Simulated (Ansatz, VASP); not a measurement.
**Two plane-wave programs on C**

```
CELL_PARAMETERS angstrom
3.57155 0.00000 -3.57155
0.00000 3.57155 -3.57155
3.57155 3.57155 0.00000
ATOMIC_POSITIONS crystal
C 0.25000 0.25000 0.25000
C 0.25000 0.75000 0.75000
C 0.25000 0.75000 0.25000
C 0.75000 0.25000 0.75000
C 0.75000 0.25000 0.25000
C 0.75000 0.75000 0.75000
C 0.75000 0.75000 0.25000
C 0.12500 0.12500 0.12500
C 0.12500 0.12500 0.62500
C 0.12500 0.62500 0.12500
C 0.26751 0.43750 0.64749
C 0.62500 0.12500 0.12500
C 0.62500 0.12500 0.62500
C 0.62500 0.62500 0.12500
C 0.62500 0.62500 0.62500
```

Change from the starting cell: C vacancy; atom 11 moved 0.500 of the way to it and -0.350 Å across, host rigid.

Alike in both runs: task single point; functional PBE; k mesh 6 × 6 × 6; occupations gaussian, width 0.05 eV; no spin polarisation.

|  | VASP | Ansatz |
| --- | --- | --- |
| version | VASP 6.6.1 | Ansatz 0.2.0 |
| potentials or method | VASP PAW PBE potentials, release 64 (C), cutoff 520 eV | scalar-relativistic, plane waves, PAW |
| valence electrons in the cell | 60 | 60 |

```csv
,VASP,Ansatz,Ansatz less VASP
gap on the k mesh at the Fermi level (eV),none,none,-
pressure (GPa),-8.7,-9.6,-0.88
"traceless stress, the component that is largest in VASP (GPa)",-17.40,-17.42,-0.020
rms of the force components (eV/Å),1.408,1.414,+0.0066
```

Atom by atom the forces differ by 0.009 eV/Å (rms over components). A gap of «none» marks a metal or a gap that the smearing closes.
